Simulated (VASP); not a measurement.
# InAs: single point with PBE

Crystal: InAs.

```xyz
2
Lattice="0.0000 3.0549 3.0549 3.0549 0.0000 3.0549 3.0549 3.0549 0.0000" Properties=species:S:1:pos:R:3 pbc="T T T"
In    0.0000    0.0000    0.0000
As    4.5824    4.5824    4.5824
```

| Item | Value |
| --- | --- |
| Program | VASP 6.6.1 |
| Task | single point |
| Functional | PBE |
| Potentials or basis | VASP PAW PBE potentials, release 64 (In_d, As) |
| Cutoff | 520 eV |
| k mesh | 12 × 12 × 12 |
| Occupations | fermi-dirac, width 0.15 eV |
| Spin | no spin polarisation |

| Quantity | Value |
| --- | --- |
| Pressure | 2.1 GPa |
| Band gap on the k mesh | zero (filled and empty bands touch) |

Levels at points of the mesh, in eV from the Fermi level:
```csv
k point,band 5,band 6,band 7,band 8,band 9,band 10,band 11,band 12,band 13,band 14
"(0.00, 0.00, 0.00)",-14.60,-12.05,-0.74,-0.39,-0.39,-0.39,3.51,3.51,3.51,7.02
"(0.50, 0.00, 0.00)",-14.59,-10.68,-5.99,-1.33,-1.33,0.51,4.27,4.27,6.43,8.49
"(0.50, 0.50, 0.00)",-14.58,-10.17,-6.09,-2.60,-2.60,1.21,1.67,8.60,8.67,8.67
```

It took 37 s on 1 thread of Intel Xeon 6975P-C, with other jobs on the host, peak memory 0.22 GiB.

Caveat: spin-orbit coupling is left out, which moves the levels of the heavy elements.
